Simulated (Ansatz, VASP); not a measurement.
# One calculation of Ta3Cr, two programs

```
Ta Cr
1.0
     0.00000    3.21601    3.21601
     3.21601    0.00000    3.21601
     3.21601    3.21601    0.00000
Ta Cr
3 1
Cartesian
  1.6080 1.6080 1.6080
  4.8240 4.8240 4.8240
  3.2160 3.2160 3.2160
  0.0000 0.0000 0.0000
```

Alike in both runs: functional PBE; k mesh 12 × 12 × 12; occupations gaussian, width 0.1 eV; no spin polarisation.

Ansatz relaxed the structure, and its values are those at the end. VASP's run is a single point on that final structure, the one shown.

|  | VASP | Ansatz |
| --- | --- | --- |
| version | VASP 6.6.1 | Ansatz 0.2.0 |
| potentials or method | VASP PAW PBE potentials, release 64 (Ta_pv, Cr_pv), cutoff 520 eV | scalar-relativistic, plane waves, PAW |
| valence electrons in the cell | 45 | 53 |

|  | VASP | Ansatz | Ansatz less VASP |
| --- | --- | --- | --- |
| gap on the k mesh at the Fermi level (eV) | none | none | - |
| pressure (GPa) | 0.1 | 0.0 | -0.09 |

A gap of «none» marks a metal or a gap that the smearing closes. With one functional, cell and mesh, what is left measures potentials, basis and numerics. VASP's potentials hold 45 valence electrons a cell and Ansatz's 53, so a difference there can come from the potentials and not from the codes.

Spin-orbit coupling is off throughout.
